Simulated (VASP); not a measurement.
# CoO (u3) (I4/mmm) in VASP: relaxation of cell and atoms with PBE+U

Aim: the relaxation of cell and atoms of CoO (u3) with PBE+U.

Everything below comes from runs of VASP 6.6.1. Logs are shortened: lines on timing, memory, paths and dates and some standing lists are left out, and cuts for length are marked.

## (1) The cell of the first run

It takes space group I4/mmm (No. 139, tetragonal). The conventional cell has a = 3.011 Å, b = 3.011 Å, c = 4.534 Å, α = 90.00°, β = 90.00°, γ = 90.00°. Within 2.8 Å of Co (site symmetry 4/mmm) lie 6 O at 2.13 to 2.27 Å. Within 2.8 Å of O (site symmetry 4/mmm) lie 6 Co at 2.13 to 2.27 Å.

## (2) Relaxation of cell and atoms, PBE+U, collinear spin, antiferromagnetic start

The input, INCAR:

```
PREC = Accurate
ENCUT = 600
EDIFF = 1E-6
ISMEAR = 0
SIGMA = 0.02
LREAL = False
LASPH = True
NELM = 150
ALGO = Normal
ISIF = 3
LWAVE = False
LCHARG = False
ISPIN = 2
MAGMOM = 2.9 -2.9 0 0
LORBIT = 11
LMAXMIX = 4
LDAU = True
LDAUTYPE = 2
LDAUL = 2 -1
LDAUU = 5.3 0
LDAUJ = 0 0
LDAUPRINT = 1
GGA = PE
IBRION = 2
NSW = 100
EDIFFG = -0.002
```

The input, KPOINTS:

```
regular mesh
0
Gamma
  10 10 6
```

The input, POSCAR:

```
CoO
1.0
    0.0000000000      2.1293820557     -2.1293820557
    0.0000000000      2.1293820557      2.1293820557
    4.5339239981      0.0000000000      0.0000000000
Co O
2 2
Direct
    0.0000000000      0.0000000000      0.0000000000
    0.5000000000      0.5000000000      0.5000000000
    0.0000000000      1.0000000000      0.5000000000
    0.5000000000      1.5000000000      1.0000000000
```

Potentials or basis: VASP PAW PBE potentials, release 64 (Co, O).

Command:

```bash
$ cat potpaw_PBE.64/Co/POTCAR potpaw_PBE.64/O/POTCAR > POTCAR
$ mpirun -np 1 vasp_std > vasp.out
```

OUTCAR:

```text
PREC = Accurate
   ENCUT = 600
   EDIFF = 1E-6
   ISMEAR = 0
   LREAL = False
   LASPH = True
   NELM = 150
   ISIF = 3
   ISPIN = 2
   LORBIT = 11
   GGA = PE
   IBRION = 2
   NSW = 100
   EDIFFG = -0.002

 ion  position               nearest neighbor table
   1  0.000  0.000  0.000-   4 2.13   4 2.13   4 2.13   4 2.13   3 2.27   3 2.27   2 3.11   2 3.11
                             2 3.11   2 3.11   2 3.11   2 3.11   2 3.11   2 3.11
   2  0.500  0.500  0.500-   3 2.13   3 2.13   3 2.13   3 2.13   4 2.27   4 2.27   1 3.11   1 3.11
                             1 3.11   1 3.11   1 3.11   1 3.11   1 3.11   1 3.11
   3  0.000  0.000  0.500-   2 2.13   2 2.13   2 2.13   2 2.13   1 2.27   1 2.27
   4  0.500  0.500  0.000-   1 2.13   1 2.13   1 2.13   1 2.13   2 2.27   2 2.27

  LATTYP: Found a simple tetragonal cell.
 ALAT       =     3.0114009826
 C/A-ratio  =     1.5055862784

  Lattice vectors:

 A1 = (   0.0000000000,   2.1293820557,  -2.1293820557)
 A2 = (   0.0000000000,   2.1293820557,   2.1293820557)
 A3 = (   4.5339239981,   0.0000000000,   0.0000000000)

Analysis of symmetry for initial positions (statically):
=====================================================================
 Subroutine PRICEL returns following result:

  LATTYP: Found a body centered tetragonal cell.
 ALAT       =     3.0114009826
 C/A-ratio  =     1.5055862784
[... 12 lines left out ...]
 Subroutine GETGRP returns: Found 16 space group operations
 (whereof 16 operations were pure point group operations)
 out of a pool of 16 trial point group operations.

The static configuration has the point symmetry D_4h.

Analysis of symmetry for dynamics (positions and initial velocities):
=====================================================================
 Subroutine PRICEL returns following result:

  LATTYP: Found a body centered tetragonal cell.
 ALAT       =     3.0114009826
 C/A-ratio  =     1.5055862784
[... 12 lines left out ...]
 Subroutine GETGRP returns: Found 16 space group operations
 (whereof 16 operations were pure point group operations)
 out of a pool of 16 trial point group operations.

The dynamic configuration has the point symmetry D_4h.

Analysis of structural, dynamic, and magnetic symmetry:
=====================================================================
 Subroutine PRICEL returns following result:

  LATTYP: Found a body centered tetragonal cell.
 ALAT       =     3.0114009826
 C/A-ratio  =     1.5055862784
[... 12 lines left out ...]
 Subroutine GETGRP returns: Found 16 space group operations
 (whereof 16 operations were pure point group operations)
 out of a pool of 16 trial point group operations.

The overall configuration has the point symmetry D_4h.

 Subroutine INISYM returns: Found 16 space group operations
 (whereof 16 operations are pure point group operations),
 and found     2 'primitive' translations

----------------------------------------------------------------------------------------

                                     Primitive cell

  volume of cell :      20.5580

  direct lattice vectors                    reciprocal lattice vectors
    -2.266961999  0.000000000 -2.129382056    -0.220559498  0.234809906 -0.234809906
    -2.266961999  0.000000000  2.129382056    -0.220559498  0.234809906  0.234809906
     2.266961999  2.129382056  0.000000000     0.000000000  0.469619812  0.000000000

  length of vectors
     3.110206528  3.110206528  3.110206528     0.398645050  0.398645050  0.469619812

  position of ions in fractional coordinates (direct lattice)
     0.000000000  0.000000000  0.000000000
     0.500000000  0.500000000  0.000000000

  ion indices of the primitive-cell ions
   primitive index   ion index
                 1           1
                 2           3

----------------------------------------------------------------------------------------

 KPOINTS: regular mesh

[... 75 lines left out ...]
   POTIM  = 0.5000    time-step for ionic-motion
   TEBEG  =    0.0;   TEEND  =   0.0 temperature during run
   PSTRESS=    0.0 pullay stress
   NELECT =      30.0000    total number of electrons
   NUPDOWN=      -1.0000    fix difference up-down
   EMIN   =  10.00;   EMAX   =-10.00  energy-range for DOS
   EFERMI =   0.00;   METHOD = LEGACY
   ISMEAR =     0;   SIGMA  =   0.02  broadening in eV -4-tet -1-fermi 0-gaus
   EFERMI_NEDOS =   21; number of points for ismear=-14 and -15
   IALGO  =     38    algorithm
   IMIX   =      4    mixing-type and parameters
     AMIX     =   0.40;   BMIX     =  1.00
     AMIX_MAG =   1.60;   BMIX_MAG =  1.00
  volume/ion in A,a.u.               =      10.28        69.37
  Fermi-wavevector in a.u.,A,eV,Ry     =   1.473821  2.785118 29.553878  2.172149
  Thomas-Fermi vector in A             =   2.588668
   LORBIT       =     11    0 simple, 1 ext, 2 COOP (PROOUT), +10 PAW based schemes
 LDA+U is selected, type is set to LDAUTYPE =  2
   angular momentum for each species LDAUL =     2   -1
   U (eV)           for each species LDAUU =   5.3  0.0
   J (eV)           for each species LDAUJ =   0.0  0.0
   GGA     = PE    functional components
   LHFCALC =     F    Hartree Fock is set to
   AEXX    =    0.0000 exact exchange contribution
   IVDW    =     0    specifies the selected vdW correction
   LEPSILON=     F    determine dielectric tensor
   LRPA    =     F    only Hartree local field effects (RPA)
 conjugate gradient relaxation of ions
 spin polarized calculation
 Gauss-broadening in eV      SIGMA  =   0.02
  energy-cutoff  :      600.00
  volume of cell :       41.12
 maximum number of plane-waves:      1396
   NGX = 13   NGY = 13   NGZ = 19

--------------------------------------- Ionic step        1  -------------------------------------------

 number of electron      29.9999995 magnetization       0.0000000

 number of electron      29.9999995 magnetization      -0.0000000

 Free energy of the ion-electron system (eV)
  ---------------------------------------------------
  ext. energy  EPLUGINS =         0.00000000
  ---------------------------------------------------
  free energy    TOTEN  =       -23.10876746 eV

  energy without entropy =      -23.10876746  energy(sigma->0) =      -23.10876746

------------------------ aborting loop because EDIFF is reached ----------------------------------------

  FORCE on cell =-STRESS in cart. coord.  units (eV):
  Direction    XX          YY          ZZ          XY          YZ          ZX
  --------------------------------------------------------------------------------------
  -------------------------------------------------------------------------------------
  Total       -1.0802753     -1.5162274     -1.5162274      0.0000000      0.0000000      0.0000000
  in kB      -42.0953016    -59.0831315    -59.0831315      0.0000000      0.0000000      0.0000000
  external PRESSURE =     -53.4205215 kB  Pullay stress =       0.0000000 kB
[... 265 lines left out ...]
--------------------------------------- Ionic step        8  -------------------------------------------

 number of electron      29.9999978 magnetization       0.0000000

atom =   1  type =  1  l = 2

 onsite density matrix

spin component  1

  0.9731  0.0000 -0.0000 -0.0000 -0.0000
  0.0000  0.9782 -0.0000 -0.0000  0.0000
 -0.0000 -0.0000  1.0233 -0.0000  0.0077
 -0.0000 -0.0000 -0.0000  0.9731 -0.0000
 -0.0000  0.0000  0.0077 -0.0000  1.0144

spin component  2

  0.9680 -0.0000  0.0000 -0.0000  0.0000
 -0.0000  0.0338  0.0000 -0.0000 -0.0000
  0.0000  0.0000  0.1260  0.0000  0.0261
 -0.0000 -0.0000  0.0000  0.9680  0.0000
  0.0000 -0.0000  0.0261  0.0000  0.0958

 occupancies and eigenvectors

  o =  0.0338  v =  0.0000  0.0000  0.0000  0.0000  0.0000  0.0000  1.0000 -0.0000 -0.0000  0.0000      0.0000  0.0000  0.0000  0.0000  0.0000  0.0000  0.0000  0.0000  0.0000  0.0000
  o =  0.0807  v =  0.0000  0.0000  0.0000  0.0000  0.0000  0.0000  0.0000  0.5000 -0.0000 -0.8660      0.0000  0.0000  0.0000  0.0000  0.0000  0.0000  0.0000  0.0000  0.0000  0.0000
  o =  0.1411  v =  0.0000  0.0000  0.0000  0.0000  0.0000  0.0000  0.0000  0.8660 -0.0000  0.5000      0.0000  0.0000  0.0000  0.0000  0.0000  0.0000  0.0000  0.0000  0.0000  0.0000
  o =  0.9680  v =  0.0000  0.0000  0.0000  0.0000  0.0000  0.0000  0.0000 -0.0000  1.0000  0.0000      0.0000  0.0000  0.0000  0.0000  0.0000  0.0000  0.0000  0.0000  0.0000  0.0000
  o =  0.9680  v =  0.0000  0.0000  0.0000  0.0000  0.0000  1.0000  0.0000  0.0000  0.0000  0.0000      0.0000  0.0000  0.0000  0.0000  0.0000  0.0000  0.0000  0.0000  0.0000  0.0000
  o =  0.9731  v =  0.0000 -0.0000 -0.0000  1.0000 -0.0000  0.0000  0.0000  0.0000  0.0000  0.0000      0.0000  0.0000  0.0000  0.0000  0.0000  0.0000  0.0000  0.0000  0.0000  0.0000
  o =  0.9731  v =  1.0000  0.0000  0.0000  0.0000  0.0000  0.0000  0.0000  0.0000  0.0000  0.0000      0.0000  0.0000  0.0000  0.0000  0.0000  0.0000  0.0000  0.0000  0.0000  0.0000
  o =  0.9782  v =  0.0000  1.0000  0.0000  0.0000 -0.0000  0.0000  0.0000  0.0000  0.0000  0.0000      0.0000  0.0000  0.0000  0.0000  0.0000  0.0000  0.0000  0.0000  0.0000  0.0000
  o =  1.0099  v =  0.0000 -0.0000  0.5000  0.0000 -0.8660  0.0000  0.0000  0.0000  0.0000  0.0000      0.0000  0.0000  0.0000  0.0000  0.0000  0.0000  0.0000  0.0000  0.0000  0.0000
  o =  1.0277  v =  0.0000 -0.0000  0.8660  0.0000  0.5000  0.0000  0.0000  0.0000  0.0000  0.0000      0.0000  0.0000  0.0000  0.0000  0.0000  0.0000  0.0000  0.0000  0.0000  0.0000

atom =   2  type =  1  l = 2

 onsite density matrix

spin component  1

  0.9680 -0.0000 -0.0000  0.0000  0.0000
 -0.0000  0.0338 -0.0000 -0.0000 -0.0000
 -0.0000 -0.0000  0.1260  0.0000  0.0261
  0.0000 -0.0000  0.0000  0.9680  0.0000
  0.0000 -0.0000  0.0261  0.0000  0.0958

spin component  2

  0.9731  0.0000  0.0000  0.0000 -0.0000
  0.0000  0.9782  0.0000 -0.0000  0.0000
  0.0000  0.0000  1.0233  0.0000  0.0077
  0.0000 -0.0000  0.0000  0.9731 -0.0000
 -0.0000  0.0000  0.0077 -0.0000  1.0144

 occupancies and eigenvectors

  o =  0.0338  v =  0.0000  1.0000 -0.0000  0.0000  0.0000  0.0000  0.0000  0.0000  0.0000  0.0000      0.0000  0.0000  0.0000  0.0000  0.0000  0.0000  0.0000  0.0000  0.0000  0.0000
  o =  0.0807  v =  0.0000 -0.0000 -0.5000  0.0000  0.8660  0.0000  0.0000  0.0000  0.0000  0.0000      0.0000  0.0000  0.0000  0.0000  0.0000  0.0000  0.0000  0.0000  0.0000  0.0000
  o =  0.1411  v =  0.0000 -0.0000  0.8660  0.0000  0.5000  0.0000  0.0000  0.0000  0.0000  0.0000      0.0000  0.0000  0.0000  0.0000  0.0000  0.0000  0.0000  0.0000  0.0000  0.0000
  o =  0.9680  v =  0.0000  0.0000  0.0000 -1.0000 -0.0000  0.0000  0.0000  0.0000  0.0000  0.0000      0.0000  0.0000  0.0000  0.0000  0.0000  0.0000  0.0000  0.0000  0.0000  0.0000
  o =  0.9680  v =  1.0000  0.0000  0.0000  0.0000  0.0000  0.0000  0.0000  0.0000  0.0000  0.0000      0.0000  0.0000  0.0000  0.0000  0.0000  0.0000  0.0000  0.0000  0.0000  0.0000
  o =  0.9731  v =  0.0000  0.0000  0.0000  0.0000  0.0000  0.0000 -0.0000 -0.0000 -1.0000  0.0000      0.0000  0.0000  0.0000  0.0000  0.0000  0.0000  0.0000  0.0000  0.0000  0.0000
  o =  0.9731  v =  0.0000  0.0000  0.0000  0.0000  0.0000  1.0000  0.0000  0.0000  0.0000  0.0000      0.0000  0.0000  0.0000  0.0000  0.0000  0.0000  0.0000  0.0000  0.0000  0.0000
  o =  0.9782  v =  0.0000  0.0000  0.0000  0.0000  0.0000  0.0000  1.0000 -0.0000 -0.0000  0.0000      0.0000  0.0000  0.0000  0.0000  0.0000  0.0000  0.0000  0.0000  0.0000  0.0000
  o =  1.0099  v =  0.0000  0.0000  0.0000  0.0000  0.0000  0.0000 -0.0000 -0.5000  0.0000  0.8660      0.0000  0.0000  0.0000  0.0000  0.0000  0.0000  0.0000  0.0000  0.0000  0.0000
  o =  1.0277  v =  0.0000  0.0000  0.0000  0.0000  0.0000  0.0000  0.0000  0.8660  0.0000  0.5000      0.0000  0.0000  0.0000  0.0000  0.0000  0.0000  0.0000  0.0000  0.0000  0.0000

 number of electron      29.9999978 magnetization      -0.0000000

 Free energy of the ion-electron system (eV)
  ---------------------------------------------------
  ext. energy  EPLUGINS =         0.00000000
  ---------------------------------------------------
  free energy    TOTEN  =       -23.13277543 eV

  energy without entropy =      -23.13277543  energy(sigma->0) =      -23.13277543

 E-fermi :   6.9278     XC(G=0): -12.1729

 val. band max:        6.7789677680   @ k =   0.5000   0.0000   0.5000
 cond. band min:       8.1916927765   @ k =   0.0000   0.0000   0.5000
 fundamental gap:      1.4127250084
 Fermi energy:         6.9278346184

 spin component 1

 k-point     1 :       0.0000    0.0000    0.0000
  band No.  band energies     occupation
      1     -11.9449      1.00000
      2     -10.8185      1.00000
      3       0.3306      1.00000
      4       0.9654      1.00000
      5       1.3995      1.00000
      6       2.1203      1.00000
[... 1082 lines left out ...]
  FREE ENERGIE OF THE ION-ELECTRON SYSTEM (eV)
  ---------------------------------------------------
  free  energy   TOTEN  =       -23.1327754348 eV

  energy  without entropy=      -23.1327754348  energy(sigma->0) =      -23.13277543

 reached required accuracy - stopping structural energy minimisation

 total charge

# of ion       s       p       d       tot
------------------------------------------
    1        0.300   0.359   7.129   7.788
    2        0.300   0.359   7.129   7.788
    3        1.546   3.466   0.000   5.012
    4        1.546   3.466   0.000   5.012
--------------------------------------------------
tot          3.692   7.650  14.258  25.600

 magnetization (x)

# of ion       s       p       d       tot
------------------------------------------
    1        0.025   0.021   2.767   2.813
    2       -0.025  -0.021  -2.767  -2.813
    3       -0.008  -0.075   0.000  -0.083
    4        0.008   0.075   0.000   0.083
--------------------------------------------------
tot          0.000   0.000   0.000   0.000
```

Run time: 8.5 min. Hardware: 1 thread of AMD EPYC 7R43 (Zen 3), shared host; peak memory 0.23 GiB.

Results:

```
Free energy                                           : -23.1328 eV
Relaxed volume                                        : 9.93 Å³/atom
Relaxed cell                                          : a = 2.977 Å, b = 2.977 Å, c = 4.484 Å, α = 90.00°, β = 90.00°, γ = 90.00°
Space group after relaxing (to 0.05 Å)                : I4/mmm (No. 139)
Energy gained by relaxing                             : 6.0 meV/atom
Ionic steps                                           : 8
Pressure after relaxing                               : 0.0 GPa
Band gap on the k mesh                                : 1.41 eV
Net moment                                            : 0.00 μB per cell
Site moments                                          : Co +2.81, -2.81; O -0.08, +0.08 μB
Valence electrons inside the program's atomic spheres : Co 7.79; O 5.01
```

The path:
```
step  energy change (eV)  largest force (eV/Å)  pressure (GPa)  volume (Å³)
   1              0.0000                0.0000           -5.34        41.12
   2             -0.0176                0.0000            2.98        39.11
   3             -0.0239                0.0000           -0.04        39.77
   4             -0.0239                0.0000            0.11        39.74
   5             -0.0240                0.0000           -0.12        39.78
   6             -0.0240                0.0000           -0.17        39.79
   7             -0.0240                0.0000           -0.04        39.75
   8             -0.0240                0.0000           -0.01        39.73
```

Final structure:
```cif
data_structure
_symmetry_space_group_name_H-M 'P 1'
_symmetry_Int_Tables_number 1
_cell_length_a 2.9770
_cell_length_b 2.9770
_cell_length_c 4.4835
_cell_angle_alpha 90.000
_cell_angle_beta 90.000
_cell_angle_gamma 90.000
_cell_volume 39.73
loop_
_atom_site_label
_atom_site_type_symbol
_atom_site_fract_x
_atom_site_fract_y
_atom_site_fract_z
_atom_site_occupancy
Co1 Co 0.00000 0.00000 0.00000 1
Co2 Co 0.50000 0.50000 0.50000 1
O1 O 0.00000 0.00000 0.50000 1
O2 O 0.50000 0.50000 0.00000 1
```

Eigenvalues of the final occupation matrices:
| site | spin | trace | eigenvalues |
| --- | --- | --- | --- |
| site 1 d | 1 | 4.96 | 0.97 0.97 0.98 1.01 1.03 |
| site 1 d | 2 | 2.19 | 0.03 0.08 0.14 0.97 0.97 |
| site 2 d | 1 | 2.19 | 0.03 0.08 0.14 0.97 0.97 |
| site 2 d | 2 | 4.96 | 0.97 0.97 0.98 1.01 1.03 |
